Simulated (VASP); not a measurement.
Set up this calculation in VASP 6.6.1, as the native input.

```
Task                   : single point
Functional             : PBE
Potentials or basis    : VASP PAW PBE potentials, release 64 (Ba_sv, Ti_sv, O_h)
Cutoff                 : 1340 eV
k mesh                 : 8 × 8 × 8
Occupations            : gaussian, width 0.05 eV
Spin                   : no spin polarisation
Dipole correction      : no
Further INCAR settings : ALGO = Normal; EDIFF = 1e-06; NBANDS = 28
```

The structure of BaTiO3 lies in POSCAR:

```
BaTiO3
1.0
    4.3662794332      0.0000000000      0.0000000000
    0.0000000000      4.3662794332      0.0000000000
    0.0000000000      0.0000000000      3.4057398672
Ba Ti O
1 1 3
Direct
    0.0000000000      0.0000000000      0.0000000000
    0.5000000000      0.5000000000      0.5000000000
    0.5000000000      0.5000000000      0.0000000000
    0.5000000000      0.0000000000      0.5000000000
    0.0000000000      0.5000000000      0.5000000000
```

This cell differs from its parent crystal: ratio of the length along z to the lengths across it x 0.78, volume and fractional coordinates fixed.

One way to write it, as run:

INCAR

```
SYSTEM = BaTiO3
PREC = Accurate ; ENCUT = 1340
EDIFF = 1E-6 ; ISMEAR = 0
SIGMA = 0.05 ; LREAL = .FALSE.
LASPH = .TRUE. ; NELM = 120
ALGO = Normal ; ISIF = 2
LWAVE = .FALSE. ; LCHARG = .TRUE.
GGA = PE ; LELF = .TRUE.
LVHAR = .TRUE. ; NBANDS = 28
GGA_COMPAT = .FALSE.
```

KPOINTS

```
Automatic mesh
0
G
  8 8 8
  0 0 0
```

Potentials or basis: VASP PAW PBE potentials, release 64 (Ba_sv, Ti_sv, O_h).

The run is started by

```sh
$ cat potpaw_PBE.64/Ba_sv/POTCAR potpaw_PBE.64/Ti_sv/POTCAR potpaw_PBE.64/O_h/POTCAR > POTCAR
$ mpirun -np 1 vasp_std > vasp.out
```

It gave:

- Pressure: 16.9 GPa
- Band gap on the k mesh: 1.28 eV

Caveat: the stress differs along the axes, from -9 to 68 GPa; spin-orbit coupling is left out, which moves the levels of the heavy elements.

It took 5.6 min on 1 thread of Intel(R) Xeon(R) 6975P-C (Granite Rapids), with other jobs on the host, peak memory 0.74 GiB.
